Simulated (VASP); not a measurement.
# MnS (Fm-3m) in VASP: notebook

MnS is run at these levels: LDA, PBE, B3LYP, HF; tasks: single point.

Program: VASP 6.6.1. These are calculated values, not measurements. Logs are shortened: lines on timing, memory, paths and dates and some standing lists are left out, and cuts for length are marked.

## Step 1: The cell of the first run

Symmetry: Fm-3m, No. 225, cubic system. Conventional cell: a = 5.209 Å, b = 5.209 Å, c = 5.209 Å, α = 90.00°, β = 90.00°, γ = 90.00°. Within 3.4 Å of Mn (site symmetry m-3m) lie 6 S at 2.60 Å. Within 3.4 Å of S (site symmetry m-3m) lie 6 Mn at 2.60 Å.

## Step 2: Single point, LDA, collinear spin, ferromagnetic start

File INCAR:

```
SYSTEM = MnS
PREC = Accurate
ENCUT = 680
EDIFF = 1E-6
ISMEAR = -1
SIGMA = 0.05
LREAL = .FALSE.
LASPH = .TRUE.
NELM = 200
ALGO = Normal
ISIF = 2
LWAVE = .FALSE.
LCHARG = .FALSE.
ISPIN = 2
MAGMOM = 4 0
LORBIT = 11
LMAXMIX = 4
GGA = CA
NBANDS = 22
GGA_COMPAT = .FALSE.
```

File KPOINTS:

```
Automatic mesh
0
G
  9 9 9
  0 0 0
```

File POSCAR:

```
MnS
1.0
    0.0000000000      2.6045000000      2.6045000000
    2.6045000000      0.0000000000      2.6045000000
    2.6045000000      2.6045000000      0.0000000000
Mn S
1 1
Direct
    0.0000000000      0.0000000000      0.0000000000
    0.5000000000      0.5000000000      0.5000000000
```

Potentials or basis: VASP PAW LDA potentials, release 64 (Mn_sv, S).

Run with:

```console
> cat potpaw_LDA.64/Mn_sv/POTCAR potpaw_LDA.64/S/POTCAR > POTCAR
> mpirun -np 1 vasp_std > vasp.out
```

OUTCAR:

```text
SYSTEM = MnS
   PREC = Accurate
   ENCUT = 680
   EDIFF = 1E-6
   ISMEAR = -1
   LREAL = .FALSE.
   LASPH = .TRUE.
   NELM = 200
   ISIF = 2
   ISPIN = 2
   LORBIT = 11
   GGA = CA

 ion  position               nearest neighbor table
   1  0.000  0.000  0.000-   2 2.60   2 2.60   2 2.60   2 2.60   2 2.60   2 2.60
   2  0.500  0.500  0.500-   1 2.60   1 2.60   1 2.60   1 2.60   1 2.60   1 2.60

  LATTYP: Found a face centered cubic cell.
 ALAT       =     5.2090000000

  Lattice vectors:

 A1 = (   0.0000000000,   2.6045000000,   2.6045000000)
 A2 = (   2.6045000000,   0.0000000000,   2.6045000000)
 A3 = (   2.6045000000,   2.6045000000,   0.0000000000)

Analysis of symmetry for initial positions (statically):
=====================================================================
 Subroutine PRICEL returns:
 Original cell was already a primitive cell.

 Routine SETGRP: Setting up the symmetry group for a
 face centered cubic supercell.

 Subroutine GETGRP returns: Found 48 space group operations
 (whereof 48 operations were pure point group operations)
 out of a pool of 48 trial point group operations.

The static configuration has the point symmetry O_h .

Analysis of symmetry for dynamics (positions and initial velocities):
=====================================================================
 Subroutine PRICEL returns:
 Original cell was already a primitive cell.

 Routine SETGRP: Setting up the symmetry group for a
 face centered cubic supercell.

 Subroutine GETGRP returns: Found 48 space group operations
 (whereof 48 operations were pure point group operations)
 out of a pool of 48 trial point group operations.

The dynamic configuration has the point symmetry O_h .

Analysis of structural, dynamic, and magnetic symmetry:
=====================================================================
 Subroutine PRICEL returns:
 Original cell was already a primitive cell.

 Routine SETGRP: Setting up the symmetry group for a
 face centered cubic supercell.

 Subroutine GETGRP returns: Found 48 space group operations
 (whereof 48 operations were pure point group operations)
 out of a pool of 48 trial point group operations.

The overall configuration has the point symmetry O_h .

 Subroutine INISYM returns: Found 48 space group operations
 (whereof 48 operations are pure point group operations),
 and found     1 'primitive' translations

----------------------------------------------------------------------------------------

                                     Primitive cell

  volume of cell :      35.3348

  direct lattice vectors                    reciprocal lattice vectors
     0.000000000  2.604500000  2.604500000    -0.191975427  0.191975427  0.191975427
     2.604500000  0.000000000  2.604500000     0.191975427 -0.191975427  0.191975427
     2.604500000  2.604500000  0.000000000     0.191975427  0.191975427 -0.191975427

  length of vectors
     3.683319223  3.683319223  3.683319223     0.332511194  0.332511194  0.332511194

  position of ions in fractional coordinates (direct lattice)
     0.000000000  0.000000000  0.000000000
     0.500000000  0.500000000  0.500000000

  ion indices of the primitive-cell ions
   primitive index   ion index
                 1           1
                 2           2

----------------------------------------------------------------------------------------

 KPOINTS: Automatic mesh

Automatic generation of k-mesh.
 Grid dimensions read from file:
 generate k-points for:    9    9    9

 Generating k-lattice:

  Cartesian coordinates                     Fractional coordinates (reciprocal lattice)
    -0.021330603  0.021330603  0.021330603     0.111111111  0.000000000  0.000000000
     0.021330603 -0.021330603  0.021330603     0.000000000  0.111111111  0.000000000
     0.021330603  0.021330603 -0.021330603     0.000000000  0.000000000  0.111111111

  Length of vectors
     0.036945688  0.036945688  0.036945688

  Shift w.r.t. Gamma in fractional coordinates (k-lattice)
     0.000000000  0.000000000  0.000000000

 Subroutine IBZKPT returns following result:
 ===========================================

 Found     35 irreducible k-points:

 Following reciprocal coordinates:
            Coordinates               Weight
  0.000000  0.000000  0.000000      1.000000
  0.111111  0.000000  0.000000      8.000000
  0.222222  0.000000  0.000000      8.000000
  0.333333  0.000000  0.000000      8.000000
  0.444444  0.000000  0.000000      8.000000
  0.111111  0.111111  0.000000      6.000000
[... 16 lines left out ...]
 -0.333333  0.333333  0.000000     12.000000
  0.444444  0.444444  0.000000      6.000000
 [... further k-points ...]
   k-points           NKPTS =     35   k-points in BZ     NKDIM =     35   number of bands    NBANDS=     22
   number of dos      NEDOS =    301   number of ions     NIONS =      2
   total plane-waves  NPLWV =  32768
   dimension x,y,z NGX =    32 NGY =   32 NGZ =   32
   dimension x,y,z NGXF=    64 NGYF=   64 NGZF=   64
   ions per type =               1   1
   NGX,Y,Z   is equivalent  to a cutoff of  14.44, 14.44, 14.44 a.u.
   NGXF,Y,Z  is equivalent  to a cutoff of  28.89, 28.89, 28.89 a.u.
 SYSTEM =  MnS
   PREC   = accura    normal or accurate (medium, high low for compatibility)
   ISTART =      0    job   : 0-new  1-cont  2-samecut
   ICHARG =      2    charge: 1-file 2-atom 10-const
   ISPIN  =      2    spin polarized calculation?
   LNONCOLLINEAR =      F non collinear calculations
   LSORBIT =      F    spin-orbit coupling
   LASPH  =      T    aspherical Exc in radial PAW
   ENCUT  =  680.0 eV  49.98 Ry    7.07 a.u.   7.83  7.83  7.83*2*pi/ulx,y,z
   NELM   =    200;   NELMIN=  2; NELMDL= -5     # of ELM steps
   EDIFF  = 0.1E-05   stopping-criterion for ELM
   LREAL  =      F    real-space projection
   EDIFFG = 0.1E-04   stopping-criterion for IOM
   NSW    =      0    number of steps for IOM
   IBRION =     -1    ionic relax: 0-MD 1-quasi-New 2-CG
   NFREE  =      0    steps in history (QN), initial steepest desc. (CG)
   ISIF   =      2    stress and relaxation
   ISYM   =      2    0-nonsym 1-usesym 2-fastsym
   POTIM  = 0.5000    time-step for ionic-motion
   TEBEG  =    0.0;   TEEND  =   0.0 temperature during run
   PSTRESS=    0.0 pullay stress
   NELECT =      21.0000    total number of electrons
   NUPDOWN=      -1.0000    fix difference up-down
   EMIN   =  10.00;   EMAX   =-10.00  energy-range for DOS
   EFERMI =   0.00;   METHOD = LEGACY
   ISMEAR =    -1;   SIGMA  =   0.05  broadening in eV -4-tet -1-fermi 0-gaus
   EFERMI_NEDOS =   21; number of points for ismear=-14 and -15
   IALGO  =     38    algorithm
   IMIX   =      4    mixing-type and parameters
     AMIX     =   0.40;   BMIX     =  1.00
     AMIX_MAG =   1.60;   BMIX_MAG =  1.00
  volume/ion in A,a.u.               =      17.67       119.23
  Fermi-wavevector in a.u.,A,eV,Ry     =   1.376407  2.601032 25.776190  1.894496
  Thomas-Fermi vector in A             =   2.501655
   LORBIT       =     11    0 simple, 1 ext, 2 COOP (PROOUT), +10 PAW based schemes
   GGA     = CA    functional components
   LHFCALC =     F    Hartree Fock is set to
   AEXX    =    0.0000 exact exchange contribution
   IVDW    =     0    specifies the selected vdW correction
   LEPSILON=     F    determine dielectric tensor
   LRPA    =     F    only Hartree local field effects (RPA)
 spin polarized calculation
  energy-cutoff  :      680.00
  volume of cell :       35.33
 maximum number of plane-waves:      1434
   NGX = 15   NGY = 15   NGZ = 15

 number of electron      20.9999996 magnetization       4.4935154

 Free energy of the ion-electron system (eV)
  ---------------------------------------------------
  ext. energy  EPLUGINS =         0.00000000
  ---------------------------------------------------
  free energy    TOTEN  =       -15.01686966 eV

  energy without entropy =      -15.00613222  energy(sigma->0) =      -15.01150094

 E-fermi :   7.3754     XC(G=0): -11.0240

 val. band max:        7.3509091529   @ k =   0.2222   0.1111   0.0000
 cond. band min:       7.3755550303   @ k =   0.4444   0.2222   0.1111
 fundamental gap:      0.0246458774
 Fermi energy:         7.3754425578

 spin component 1

 k-point     1 :       0.0000    0.0000    0.0000
  band No.  band energies     occupation
      1     -73.3016      1.00000
      2     -42.5239      1.00000
      3     -42.5239      1.00000
      4     -42.5239      1.00000
      5      -7.1195      1.00000
      6       4.3234      1.00000
[... 14 lines left out ...]
     21      19.5393      0.00000
     22      19.5393      0.00000
[... 552 lines left out ...]
  band No.  band energies     occupation
      1     -73.3009      1.00000
      2     -42.5315      1.00000
      3     -42.5271      1.00000
      4     -42.5271      1.00000
      5      -5.6928      1.00000
      6       1.4740      1.00000
[... 14 lines left out ...]
     21      22.0981      0.00000
     22      26.2710      0.00000

 [... further k-points ...]

 spin component 2

 k-point     1 :       0.0000    0.0000    0.0000
  band No.  band energies     occupation
      1     -69.2068      1.00000
      2     -38.5399      1.00000
      3     -38.5399      1.00000
      4     -38.5399      1.00000
      5      -6.8164      1.00000
      6       5.7880      1.00000
[... 14 lines left out ...]
     21      20.7711      0.00000
     22      20.7711      0.00000
[... 552 lines left out ...]
  band No.  band energies     occupation
      1     -69.2060      1.00000
      2     -38.5501      1.00000
      3     -38.5442      1.00000
      4     -38.5442      1.00000
      5      -5.4166      1.00000
      6       1.9013      1.00000
[... 14 lines left out ...]
     21      22.4621      0.00000
     22      26.7184      0.00000

 [... further k-points ...]

------------------------ aborting loop because EDIFF is reached ----------------------------------------

  FORCE on cell =-STRESS in cart. coord.  units (eV):
  Direction    XX          YY          ZZ          XY          YZ          ZX
  --------------------------------------------------------------------------------------
  -------------------------------------------------------------------------------------
  Total       -2.8325174     -2.8325174     -2.8325174     -0.0000000     -0.0000000      0.0000000
  in kB     -128.4340228   -128.4340228   -128.4340228     -0.0000000     -0.0000000      0.0000000
  external PRESSURE =    -128.4340228 kB  Pullay stress =       0.0000000 kB

 VOLUME and BASIS-vectors are now :
 -----------------------------------------------------------------------------
  energy-cutoff  :      680.00
  volume of cell :       35.33
      direct lattice vectors                 reciprocal lattice vectors
     0.000000000  2.604500000  2.604500000    -0.191975427  0.191975427  0.191975427
     2.604500000  0.000000000  2.604500000     0.191975427 -0.191975427  0.191975427
     2.604500000  2.604500000  0.000000000     0.191975427  0.191975427 -0.191975427

 POSITION                                       TOTAL-FORCE (eV/Angst)
 -----------------------------------------------------------------------------------
      0.00000      0.00000      0.00000        -0.000000     -0.000000     -0.000000
      2.60450      2.60450      2.60450         0.000000      0.000000      0.000000
 -----------------------------------------------------------------------------------
    total drift:                                0.000000     -0.000000     -0.000000

  FREE ENERGIE OF THE ION-ELECTRON SYSTEM (eV)
  ---------------------------------------------------
  free  energy   TOTEN  =       -15.0168696560 eV

  energy  without entropy=      -15.0061322164  energy(sigma->0) =      -15.01150094

 total charge

# of ion       s       p       d       tot
------------------------------------------
    1        2.128   6.005   4.667  12.801
    2        1.329   2.357   0.000   3.685
--------------------------------------------------
tot          3.457   8.362   4.667  16.486

 magnetization (x)

# of ion       s       p       d       tot
------------------------------------------
    1        0.032   0.016   3.823   3.871
    2        0.024   0.068   0.000   0.093
--------------------------------------------------
tot          0.056   0.084   3.823   3.963
```

It took 62 s on 1 thread of Intel Xeon Platinum 8375C at 2.90GHz (Ice Lake), shared host; peak memory 0.2 GiB.

What came out:

```yaml
Free_energy: -15.0169 eV
Pressure: -12.8 GPa
Net_moment: 4.49 μB per cell
Site_moments: Mn +3.87; S +0.09 μB
Valence_electrons_inside_the_program's_atomic_spheres: Mn 12.80; S 3.69
```

Caveat: the cell stands under tension; a cell with one magnetic atom can't hold antiferromagnetic order, which such compounds often take; semilocal functionals often make such compounds metallic where correlation or magnetic order opens a gap, which also shifts bond lengths.

## Step 3: Single point, PBE, collinear spin, ferromagnetic start

File INCAR:

```
SYSTEM = MnS
  PREC = Accurate
  ENCUT = 680
  EDIFF = 1E-6
  ISMEAR = -1
  SIGMA = 0.05
  LREAL = .FALSE.
  LASPH = .TRUE.
  NELM = 200
  ALGO = Normal
  ISIF = 2
  LWAVE = .FALSE.
  LCHARG = .FALSE.
  ISPIN = 2
  MAGMOM = 1 0
  LORBIT = 11
  NUPDOWN = 1.0
  LMAXMIX = 4
  GGA = PE
  NBANDS = 22
  GGA_COMPAT = .FALSE.
```

File KPOINTS:

```
regular mesh
0
G
  7 7 7
  0 0 0
```

POSCAR is that of step 2.

Potentials or basis: VASP PAW PBE potentials, release 64 (Mn_sv, S).

Run with:

```console
> cat potpaw_PBE.64/Mn_sv/POTCAR potpaw_PBE.64/S/POTCAR > POTCAR
> mpirun -np 1 vasp_std > vasp.out
```

Wall time 26 s (1 thread of Intel Xeon Platinum 8488C (Sapphire Rapids), shared host); peak memory 0.21 GiB.

Results (log left out):

```yaml
Free_energy: -12.4357 eV
Pressure: -17.8 GPa
Net_moment: 1.00 μB per cell
Site_moments: Mn +0.97; S +0.01 μB
Valence_electrons_inside_the_program's_atomic_spheres: Mn 12.84; S 3.64
```

Caveat: the cell stands under tension; the total moment is fixed, so each spin has its own Fermi level and the state may be an excited one; a cell with one magnetic atom can't hold antiferromagnetic order, which such compounds often take.

## Step 4: Single point, PBE, collinear spin, ferromagnetic start

File INCAR:

```
SYSTEM = MnS
PREC     = Accurate       ! precision mode
ENCUT    = 680            ! plane-wave cutoff, eV
EDIFF    = 1E-6           ! SCF threshold, eV
ISMEAR   = -1             ! smearing method
SIGMA    = 0.05           ! smearing width, eV
LREAL    = .FALSE.        ! projectors in reciprocal space
LASPH    = .TRUE.         ! aspherical terms in the spheres
NELM     = 200            ! most SCF steps
ALGO     = Normal         ! electronic algorithm
ISIF     = 2              ! what is computed and relaxed
LWAVE    = .FALSE.        ! write WAVECAR
LCHARG   = .FALSE.        ! write CHGCAR
ISPIN    = 2              ! spin polarisation
MAGMOM   = 5 0            ! initial moments
LORBIT   = 11             ! projections on sites
NUPDOWN  = 5.0            ! fixed moment
LMAXMIX  = 4              ! l up to which the mixer works
GGA      = PE             ! functional
NBANDS   = 22             ! bands
GGA_COMPAT= .FALSE.
```

KPOINTS is that of step 3.

POSCAR is that of step 3.

Run with:

```console
> cat potpaw_PBE.64/Mn_sv/POTCAR potpaw_PBE.64/S/POTCAR > POTCAR
> mpirun -np 1 vasp_std > vasp.out
```

Wall time 24 s (1 thread of Intel Xeon Platinum 8488C (Sapphire Rapids), shared host); peak memory 0.22 GiB.

It converged, with:

```
Free energy                                           : -14.0655 eV
Pressure                                              : 0.6 GPa
Net moment                                            : 5.00 μB per cell
Site moments                                          : Mn +4.21; S +0.17 μB
Valence electrons inside the program's atomic spheres : Mn 12.78; S 3.75
```

Caveat: the total moment is fixed, so each spin has its own Fermi level and the state may be an excited one; a cell with one magnetic atom can't hold antiferromagnetic order, which such compounds often take.

[end of part 1 of 2]
